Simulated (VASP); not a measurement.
# Li in VASP: notebook, part 2 of 2

VASP 6.6.1.

## 3. Single point, PBEsol

INCAR reads:

```
PREC     = Accurate       # precision mode
ENCUT    = 520            # plane-wave cutoff, eV
EDIFF    = 1E-6           # SCF threshold, eV
ISMEAR   = 1              # smearing method
SIGMA    = 0.1            # smearing width, eV
LREAL    = False          # projectors in reciprocal space
LASPH    = True           # aspherical terms in the spheres
NELM     = 60             # most SCF steps
ALGO     = Normal         # electronic algorithm
ISIF     = 2              # what is computed and relaxed
LWAVE    = False          # write WAVECAR
LCHARG   = False          # write CHGCAR
GGA      = PS             # functional
NBANDS   = 12             # bands
```

KPOINTS reads:

```
regular mesh
0
Gamma
  8 8 8
```

POSCAR reads:

```
Li
1.0
    1.5505000000      0.8951815924      7.5883000000
   -1.5505000000      0.8951815924      7.5883000000
    0.0000000000     -1.7903631848      7.5883000000
Li
3
Direct
    0.7780000000      0.7780000000      0.7780000000
    0.2220000000      0.2220000000      0.2220000000
    0.0000000000      0.0000000000      0.0000000000
```

Potentials or basis: VASP PAW PBE potentials, release 64 (Li_sv).

Started as:

```
> cat potpaw_PBE.64/Li_sv/POTCAR > POTCAR
> mpirun -np 1 vasp_std > vasp.out
```

OUTCAR:

```text
PREC = Accurate
   ENCUT = 520
   EDIFF = 1E-6
   ISMEAR = 1
   LREAL = False
   LASPH = True
   NELM = 60
   ISIF = 2
   GGA = PS

 ion  position               nearest neighbor table
   1  0.778  0.778  0.778-
   2  0.222  0.222  0.222-
   3  0.000  0.000  0.000-

  LATTYP: Found a trigonal (rhomboedric) cell.
 ALAT       =     7.7966465370
 COS(alpha) =     0.9209033946

  Lattice vectors:

 A1 = (   1.5505000000,   0.8951815924,   7.5883000000)
 A2 = (  -1.5505000000,   0.8951815924,   7.5883000000)
 A3 = (   0.0000000000,  -1.7903631848,   7.5883000000)

Analysis of symmetry for initial positions (statically):
=====================================================================
 Subroutine PRICEL returns:
 Original cell was already a primitive cell.

 Routine SETGRP: Setting up the symmetry group for a
 trigonal (rhombohedral) supercell.

 Subroutine GETGRP returns: Found 12 space group operations
 (whereof 12 operations were pure point group operations)
 out of a pool of 12 trial point group operations.

The static configuration has the point symmetry D_3d.

Analysis of symmetry for dynamics (positions and initial velocities):
=====================================================================
 Subroutine PRICEL returns:
 Original cell was already a primitive cell.

 Routine SETGRP: Setting up the symmetry group for a
 trigonal (rhombohedral) supercell.

 Subroutine GETGRP returns: Found 12 space group operations
 (whereof 12 operations were pure point group operations)
 out of a pool of 12 trial point group operations.

The dynamic configuration has the point symmetry D_3d.

 Subroutine INISYM returns: Found 12 space group operations
 (whereof 12 operations are pure point group operations),
 and found     1 'primitive' translations

----------------------------------------------------------------------------------------

[... 118 lines left out ...]
   LORBIT       =      0    0 simple, 1 ext, 2 COOP (PROOUT), +10 PAW based schemes
   GGA     = PS    functional components
   LHFCALC =     F    Hartree Fock is set to
   AEXX    =    0.0000 exact exchange contribution
   IVDW    =     0    specifies the selected vdW correction
   LEPSILON=     F    determine dielectric tensor
   LRPA    =     F    only Hartree local field effects (RPA)
 non-spin polarized calculation
 Methfessel and Paxton  Order N= 1 SIGMA  =   0.10
  energy-cutoff  :      520.00
  volume of cell :       63.19
 maximum number of plane-waves:      1718
 NGX is ok and might be reduce to    60
   NGX = 29   NGY = 29   NGZ = 29

 number of electron       9.0000011 magnetization

 Free energy of the ion-electron system (eV)
  ---------------------------------------------------
  ext. energy  EPLUGINS =         0.00000000
  ---------------------------------------------------
  free energy    TOTEN  =        -5.89111117 eV

  energy without entropy =       -5.89036368  energy(sigma->0) =       -5.89086201

 E-fermi :   0.4697     XC(G=0):  -6.9245

 val. band max:        0.4678818660   @ k =   0.5000   0.0000   0.0000
 cond. band min:       0.4706652325   @ k =  -0.2500   0.3750   0.2500
 fundamental gap:      0.0027833665
 Fermi energy:         0.4696689020

 k-point     1 :       0.0000    0.0000    0.0000
  band No.  band energies     occupation
      1     -45.4585      2.00000
      2     -45.4443      2.00000
      3     -45.4386      2.00000
      4      -2.9829      2.00000
      5      -1.0503      2.00000
      6      -1.0501      2.00000
      7       6.0536      0.00000
      8       6.0802      0.00000
      9      13.0052      0.00000
     10      13.0052      0.00000
     11      13.1410      0.00000
     12      13.1410      0.00000
[... 331 lines left out ...]
 k-point    24 :       0.3750    0.1250    0.1250
  band No.  band energies     occupation
      1     -45.4518      2.00000
      2     -45.4396      2.00000
      3     -45.4339      2.00000
      4      -1.9199      2.00000
      5      -0.7608      2.00000
      6       0.8472     -0.00000
      7       4.8141      0.00000
      8       7.4750      0.00000
      9       8.4233      0.00000
     10       9.2332      0.00000
     11      10.2071      0.00000
     12      10.4400      0.00000

 [... further k-points ...]
[... 5 lines left out ...]
  --------------------------------------------------------------------------------------
  -------------------------------------------------------------------------------------
  Total       -0.1642812     -0.1642812     -0.3793130      0.0000000      0.0000000      0.0000000
  in kB       -4.1650465     -4.1650465     -9.6167795      0.0000000      0.0000000      0.0000000
  external PRESSURE =      -5.9822908 kB  Pullay stress =       0.0000000 kB

 VOLUME and BASIS-vectors are now :
 -----------------------------------------------------------------------------
  energy-cutoff  :      520.00
  volume of cell :       63.19
      direct lattice vectors                 reciprocal lattice vectors
     1.550500000  0.895181592  7.588300000     0.322476620  0.186181964  0.043927274
    -1.550500000  0.895181592  7.588300000    -0.322476620  0.186181964  0.043927274
     0.000000000 -1.790363185  7.588300000     0.000000000 -0.372363927  0.043927274

 POSITION                                       TOTAL-FORCE (eV/Angst)
 -----------------------------------------------------------------------------------
      0.00000      0.00000     17.71109         0.000000      0.000000     -0.008525
      0.00000      0.00000      5.05381         0.000000     -0.000000      0.008525
      0.00000      0.00000      0.00000         0.000000     -0.000000      0.000000
 -----------------------------------------------------------------------------------
    total drift:                               -0.000000     -0.000000      0.000000

  FREE ENERGIE OF THE ION-ELECTRON SYSTEM (eV)
  ---------------------------------------------------
  free  energy   TOTEN  =        -5.8911111685 eV

  energy  without entropy=       -5.8903636815  energy(sigma->0) =       -5.89086201
```

It took 2.8 min on 1 thread of AMD EPYC 7R43 (Zen 3), shared host; peak memory 0.41 GiB.

Results:

| Quantity | Value |
| --- | --- |
| Free energy | -5.8911 eV |
| Largest force | 0.009 eV/Å |
| Band gap on the k mesh | zero (an odd number of electrons rules out a gap without spin polarisation) |

Forces on the atoms (eV/Å):
```
Li   0.000  0.000 -0.009
Li   0.000  0.000  0.009
Li   0.000  0.000  0.000
```

Caveat: the cutoff is under 1.25 times the usual one of these potentials, so pressure, stress and relaxed cells hold a basis-set (Pulay) error; the PAW data sets were made with another functional, which shifts forces and pressure a little.

## 4. Single point, PBEsol

INCAR reads:

```
SYSTEM = Li
ALGO = Normal
EDIFF = 1E-6
ENCUT = 520
GGA = PS
ISIF = 2
ISMEAR = 1
LASPH = .True.
LCHARG = .False.
LREAL = .False.
LWAVE = .False.
NBANDS = 12
NELM = 60
PREC = Accurate
SIGMA = 0.1
```

KPOINTS reads:

```
k-points
0
Gamma
  8 8 8
  0 0 0
```

POSCAR is that of step 3.

Started as:

```
> cat potpaw_PBE.64/Li_sv/POTCAR > POTCAR
> mpirun -np 1 vasp_std > vasp.out
```

Run time: 2.9 min. Hardware: 1 thread of AMD EPYC 7R43 (Zen 3), shared host; peak memory 0.41 GiB.

Results (log left out):

```yaml
Free_energy: -5.8911 eV
Largest_force: 0.009 eV/Å
Band_gap_on_the_k_mesh: zero (an odd number of electrons rules out a gap without spin polarisation)
```

Forces in eV/Å, atoms in the order of the input:
```
Li   0.000  0.000 -0.009
Li   0.000  0.000  0.009
Li   0.000  0.000  0.000
```

Levels at points of the mesh, in eV from the Fermi level:
| k point | band 1 | band 2 | band 3 | band 4 | band 5 | band 6 | band 7 | band 8 | band 9 | band 10 |
| --- | --- | --- | --- | --- | --- | --- | --- | --- | --- | --- |
| (0.00, 0.00, 0.00) | -45.93 | -45.91 | -45.91 | -3.45 | -1.52 | -1.52 | 5.58 | 5.61 | 12.54 | 12.54 |
| (0.50, 0.00, 0.00) | -45.92 | -45.90 | -45.90 | 0.00 | 0.86 | 1.08 | 3.68 | 3.80 | 4.42 | 8.28 |
| (0.50, 0.50, 0.00) | -45.91 | -45.90 | -45.90 | 0.29 | 0.38 | 1.19 | 3.17 | 4.36 | 5.44 | 6.65 |
| (0.50, 0.50, 0.50) | -45.93 | -45.92 | -45.91 | -2.96 | -2.96 | 0.06 | 2.87 | 10.30 | 10.34 | 12.23 |

Caveat: the cutoff is under 1.25 times the usual one of these potentials, so pressure, stress and relaxed cells hold a basis-set (Pulay) error; the PAW data sets were made with another functional, which shifts forces and pressure a little.
